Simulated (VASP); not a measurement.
# ZrC (P-6m2) in VASP: a series of runs, part 2 of 2

VASP 6.6.1.

## Step 5: Relaxation of shape and atoms at fixed volume, PBE (volume scaled by 1.100)

Contents of INCAR:

```
PREC = Accurate
ENCUT = 600
EDIFF = 1E-6
ISMEAR = 0
SIGMA = 0.05
LREAL = False
LASPH = True
NELM = 100
ALGO = Normal
ISIF = 4
LWAVE = False
LCHARG = False
GGA = PE
IBRION = 2
NSW = 60
EDIFFG = -0.01
```

Contents of KPOINTS:

```
regular mesh
0
Gamma
  12 12 12
```

Contents of POSCAR:

```
ZrC
1.0
    3.3855314773      0.0000000000      0.0000000000
   -1.6927657387      2.9319562646      0.0000000000
    0.0000000000      0.0000000000      3.0159104815
Zr C
1 1
Direct
    0.0000000000      0.0000000000      0.0000000000
    0.6666666667      0.3333333333      0.5000000000
```

Potentials or basis: VASP PAW PBE potentials, release 64 (Zr_sv, C).

Run with:

```console
$ cat potpaw_PBE.64/Zr_sv/POTCAR potpaw_PBE.64/C/POTCAR > POTCAR
$ mpirun -np 1 vasp_std > vasp.out
```

OUTCAR:

```text
PREC = Accurate
   ENCUT = 600
   EDIFF = 1E-6
   ISMEAR = 0
   LREAL = False
   LASPH = True
   NELM = 100
   ISIF = 4
   GGA = PE
   IBRION = 2
   NSW = 60
   EDIFFG = -0.01

 ion  position               nearest neighbor table
   1  0.000  0.000  0.000-   2 2.47   2 2.47   2 2.47   2 2.47   2 2.47   2 2.47
   2  0.667  0.333  0.500-   1 2.47   1 2.47   1 2.47   1 2.47   1 2.47   1 2.47

  LATTYP: Found a hexagonal cell.
 ALAT       =     3.3855314773
 C/A-ratio  =     0.8908233469

  Lattice vectors:

 A1 = (   3.3855314773,   0.0000000000,   0.0000000000)
 A2 = (  -1.6927657387,   2.9319562646,   0.0000000000)
 A3 = (   0.0000000000,   0.0000000000,   3.0159104815)

Analysis of symmetry for initial positions (statically):
=====================================================================
 Subroutine PRICEL returns:
 Original cell was already a primitive cell.

 Routine SETGRP: Setting up the symmetry group for a
 hexagonal supercell.

 Subroutine GETGRP returns: Found 12 space group operations
 (whereof 12 operations were pure point group operations)
 out of a pool of 24 trial point group operations.

The static configuration has the point symmetry D_3h.

Analysis of symmetry for dynamics (positions and initial velocities):
=====================================================================
 Subroutine PRICEL returns:
 Original cell was already a primitive cell.

 Routine SETGRP: Setting up the symmetry group for a
 hexagonal supercell.

 Subroutine GETGRP returns: Found 12 space group operations
 (whereof 12 operations were pure point group operations)
 out of a pool of 24 trial point group operations.

The dynamic configuration has the point symmetry D_3h.

 Subroutine INISYM returns: Found 12 space group operations
 (whereof 12 operations are pure point group operations),
 and found     1 'primitive' translations

[... 130 lines left out ...]
 maximum number of plane-waves:      1020
 NGX is ok and might be reduce to    28
   NGX = 13   NGY = 13   NGZ = 13

--------------------------------------- Ionic step        1  -------------------------------------------

 number of electron      16.0000000 magnetization

 Free energy of the ion-electron system (eV)
  ---------------------------------------------------
  ext. energy  EPLUGINS =         0.00000000
  ---------------------------------------------------
  free energy    TOTEN  =       -17.88598810 eV

  energy without entropy =      -17.88539815  energy(sigma->0) =      -17.88569312

------------------------ aborting loop because EDIFF is reached ----------------------------------------

  FORCE on cell =-STRESS in cart. coord.  units (eV):
  Direction    XX          YY          ZZ          XY          YZ          ZX
  --------------------------------------------------------------------------------------
  -------------------------------------------------------------------------------------
  Total       -2.6539931     -2.6539931     -2.8477087      0.0000000     -0.0000000     -0.0000000
  in kB     -142.0389933   -142.0389933   -152.4064508      0.0000000     -0.0000000     -0.0000000
  external PRESSURE =    -145.4948125 kB  Pullay stress =       0.0000000 kB
[... 59 lines left out ...]
--------------------------------------- Ionic step        3  -------------------------------------------

 number of electron      16.0000000 magnetization

 Free energy of the ion-electron system (eV)
  ---------------------------------------------------
  ext. energy  EPLUGINS =         0.00000000
  ---------------------------------------------------
  free energy    TOTEN  =       -17.88624153 eV

  energy without entropy =      -17.88568146  energy(sigma->0) =      -17.88596150

 E-fermi :   7.9503     XC(G=0): -11.3762

 val. band max:        7.8963213810   @ k =   0.2500   0.1667   0.0000
 cond. band min:       7.9560832565   @ k =   0.5000   0.0000   0.0833
 fundamental gap:      0.0597618756
 Fermi energy:         7.9502962253

 k-point     1 :       0.0000    0.0000    0.0000
  band No.  band energies     occupation
      1     -40.5851      2.00000
      2     -18.4429      2.00000
      3     -18.4429      2.00000
      4     -18.0388      2.00000
      5      -2.6769      2.00000
      6       6.4917      2.00000
      7       6.4917      2.00000
      8       6.9070      2.00000
      9       9.5966      0.00000
     10      12.4891      0.00000
     11      12.6666      0.00000
     12      12.6666      0.00000
[... 331 lines left out ...]
 k-point    24 :       0.3333    0.0000    0.0833
  band No.  band energies     occupation
      1     -40.5408      2.00000
      2     -18.8181      2.00000
      3     -18.5226      2.00000
      4     -18.0580      2.00000
      5      -1.3580      2.00000
      6       4.5432      2.00000
      7       7.2879      2.00000
      8       7.6291      2.00000
      9       8.0199      0.04897
     10      11.8257      0.00000
     11      12.2381      0.00000
     12      13.4435      0.00000

 [... further k-points ...]
[... 5 lines left out ...]
  --------------------------------------------------------------------------------------
  -------------------------------------------------------------------------------------
  Total       -2.7007261     -2.7007261     -2.6988992      0.0000000     -0.0000000      0.0000000
  in kB     -144.5400934   -144.5400934   -144.4423206      0.0000000     -0.0000000      0.0000000
  external PRESSURE =    -144.5075025 kB  Pullay stress =       0.0000000 kB
[... 17 lines left out ...]
  FREE ENERGIE OF THE ION-ELECTRON SYSTEM (eV)
  ---------------------------------------------------
  free  energy   TOTEN  =       -17.8862415336 eV

  energy  without entropy=      -17.8856814609  energy(sigma->0) =      -17.88596150

 reached required accuracy - stopping structural energy minimisation
```

Run time: 76 s. Hardware: 1 thread of Intel Xeon 6975P-C (Granite Rapids), shared host; peak memory 0.2 GiB.

Results:

```
Free energy               : -17.8862 eV
Energy gained by relaxing : 0.1 meV/atom
Ionic steps               : 3
Pressure after relaxing   : -14.5 GPa
Band gap on the k mesh    : zero (band 8 reaches 8.03 eV, above the bottom of band 9 at 7.97 eV)
```

Step by step:
```
step  energy change (eV)  largest force (eV/Å)  pressure (GPa)  volume (Å³)
   1              0.0000                0.0000          -14.55        29.94
   2             -0.0002                0.0000          -14.43        29.94
   3             -0.0003                0.0000          -14.45        29.94
```

Final structure:
```yaml
crystal:
  lattice:
    - [3.38999, 0.00000, 0.00000]
    - [-1.69500, 2.93582, 0.00000]
    - [0.00000, 0.00000, 3.00797]
  atoms:
    - { symbol: Zr, position: [0.00000, 0.00000, 0.00000] }
    - { symbol: C, position: [0.66667, 0.33333, 0.50000] }
```

Levels at points of the mesh, in eV from the Fermi level:
```csv
k point,band 5,band 6,band 7,band 8,band 9,band 10,band 11,band 12
"(0.00, 0.00, 0.00)",-10.63,-1.46,-1.46,-1.04,1.65,4.54,4.72,4.72
"(0.50, 0.00, 0.00)",-8.89,-3.89,-0.72,-0.33,0.25,4.23,4.48,4.73
"(0.00, 0.00, 0.50)",-8.13,-4.69,-0.52,-0.52,1.61,1.61,4.44,4.44
"(0.50, 0.00, 0.50)",-8.70,-3.31,-2.06,-1.96,1.77,4.75,5.69,6.08
```

Caveat: the cell differs from its parent crystal (volume scaled by 1.100).

## Step 6: Single point, PBE

This run uses another cell than the first one, of 13.61 Å³/atom, 0.980 times its volume.

Contents of INCAR:

```
SYSTEM = ZrC
ALGO     = Normal         ! electronic algorithm
EDIFF    = 1E-7           ! SCF threshold, eV
ENCUT    = 520            ! plane-wave cutoff, eV
GGA      = PE             ! functional
ISIF     = 2              ! what is computed and relaxed
ISMEAR   = 0              ! smearing method
ISYM     = 0            
LASPH    = .True.         ! aspherical terms in the spheres
LCHARG   = .True.         ! write CHGCAR
LELF     = .True.         ! ELF
LREAL    = .False.        ! projectors in reciprocal space
LVHAR    = .True.       
LWAVE    = .False.        ! write WAVECAR
NBANDS   = 15             ! bands
NELM     = 60             ! most SCF steps
PREC     = Accurate       ! precision mode
SIGMA    = 0.05           ! smearing width, eV
```

Contents of KPOINTS:

```
k-points
0
Gamma
  12 12 12
  0 0 0
```

Contents of POSCAR:

```
ZrC
1.0
    3.2695327460      0.0000000000      0.0000000000
   -1.6347663730      2.8314984165      0.0000000000
    0.0000000000      0.0000000000      2.9397343753
Zr C
1 1
Direct
    0.0000000000      0.0000000000      0.0000000000
    0.6666666667      0.3333333333      0.5000000000
```

Potentials or basis: VASP PAW PBE potentials, release 64 (Zr_sv, C).

Run with:

```console
$ cat potpaw_PBE.64/Zr_sv/POTCAR potpaw_PBE.64/C/POTCAR > POTCAR
$ mpirun -np 1 vasp_std > vasp.out
```

Run time: 6.5 min. Hardware: 1 thread of Oxide Virtual Turin-like, shared host; peak memory 0.4 GiB.

It converged, with:

```
Free energy            : -18.0151 eV
Pressure               : 0.2 GPa
Band gap on the k mesh : zero (band 8 reaches 9.23 eV, above the bottom of band 9 at 8.83 eV)
```

Levels at points of the mesh, in eV from the Fermi level:
| k point | band 4 | band 5 | band 6 | band 7 | band 8 | band 9 | band 10 | band 11 | band 12 | band 13 |
| --- | --- | --- | --- | --- | --- | --- | --- | --- | --- | --- |
| (0.00, 0.00, 0.00) | -25.60 | -10.96 | -1.57 | -1.57 | -1.22 | 1.71 | 5.21 | 5.26 | 5.26 | 6.22 |
| (0.50, 0.00, 0.00) | -25.51 | -8.97 | -4.06 | -0.83 | -0.54 | 0.38 | 4.66 | 5.15 | 5.37 | 7.37 |
| (0.00, 0.50, 0.00) | -25.51 | -8.97 | -4.06 | -0.83 | -0.54 | 0.38 | 4.66 | 5.15 | 5.37 | 7.37 |
| (0.50, 0.50, 0.00) | -25.51 | -8.97 | -4.06 | -0.83 | -0.54 | 0.38 | 4.66 | 5.15 | 5.37 | 7.37 |
| (0.00, 0.00, 0.50) | -25.89 | -8.12 | -4.97 | -0.54 | -0.54 | 1.74 | 1.74 | 4.82 | 4.82 | 5.61 |
| (0.50, 0.00, 0.50) | -26.03 | -9.00 | -3.56 | -2.26 | -2.04 | 2.04 | 5.43 | 6.52 | 6.88 | 8.68 |
| (0.00, 0.50, 0.50) | -26.03 | -9.00 | -3.56 | -2.26 | -2.04 | 2.04 | 5.43 | 6.52 | 6.88 | 8.68 |
| (0.50, 0.50, 0.50) | -26.03 | -9.00 | -3.56 | -2.26 | -2.04 | 2.04 | 5.43 | 6.52 | 6.88 | 8.68 |

## Step 7: Single point, PBE, non-collinear spin, zero start, spin-orbit coupling

This run uses another cell than the first one, of 13.61 Å³/atom, 0.980 times its volume.

Contents of INCAR:

```
PREC = Accurate ; ENCUT = 520
EDIFF = 1E-6 ; ISMEAR = 0
SIGMA = 0.05 ; LREAL = F
LASPH = T ; NELM = 150
ALGO = Normal ; ISIF = 2
LWAVE = F ; LCHARG = T
MAGMOM = 0 0 0 0 0 0 ; LORBIT = 11
LSORBIT = T ; GGA_COMPAT = F
LORBMOM = T ; LMAXMIX = 4
GGA = PE ; LVHAR = T
NBANDS = 28
```

Contents of KPOINTS:

```
Automatic mesh
0
Gamma
  12 12 12
```

POSCAR is that of step 6.

Run with:

```console
$ cat potpaw_PBE.64/Zr_sv/POTCAR potpaw_PBE.64/C/POTCAR > POTCAR
$ mpirun -np 1 vasp_ncl > vasp.out
```

Wall time 7.2 min (1 thread of Oxide Virtual Turin-like, shared host); peak memory 0.34 GiB.

The run converged. Its results:

| Property | Result |
| --- | --- |
| Free energy | -18.0854 eV |
| Pressure | 0.2 GPa |
| Net moment | 0.00 μB per cell |
| Valence electrons inside the program's atomic spheres | Zr 9.87; C 2.33 |

Moments on the atoms (μB; x, y, z):
```
Zr  0.00 0.00 0.00
C   0.00 0.00 0.00
```

## Step 8: Overview

| task | spin | cell | cutoff (eV) | gap on the mesh (eV) | pressure (GPa) |
| --- | --- | --- | --- | --- | --- |
| relaxation of shape and atoms at fixed volume | off | relaxed from a = 3.291, b = 3.291, c = 2.959 Å, angles 90.0, 90.0, 120.0°, 2 atoms | 600 | none | -3.4 |
| relaxation of shape and atoms at fixed volume | off | relaxed from a = 3.316, b = 3.316, c = 2.973 Å, angles 90.0, 90.0, 120.0°, 2 atoms | 600 | none | -6.6 |
| relaxation of shape and atoms at fixed volume | off | relaxed from a = 3.350, b = 3.350, c = 2.996 Å, angles 90.0, 90.0, 120.0°, 2 atoms | 600 | none | -10.8 |
| relaxation of shape and atoms at fixed volume | off | relaxed from a = 3.386, b = 3.386, c = 3.016 Å, angles 90.0, 90.0, 120.0°, 2 atoms | 600 | none | -14.5 |
| single point | off | a = 3.270, b = 3.270, c = 2.940 Å, angles 90.0, 90.0, 120.0°, 2 atoms | 520 | none | 0.2 |
| single point | non-collinear, zero start, SOC | a = 3.270, b = 3.270, c = 2.940 Å, angles 90.0, 90.0, 120.0°, 2 atoms | 520 | - | 0.2 |

Alike in all rows: level PBE; potentials or basis VASP PAW PBE potentials, release 64 (Zr_sv, C); k mesh 12 × 12 × 12; smearing gaussian 0.05 eV.

Total energies depend on the potentials used, so only differences within one code and one set of settings carry meaning.
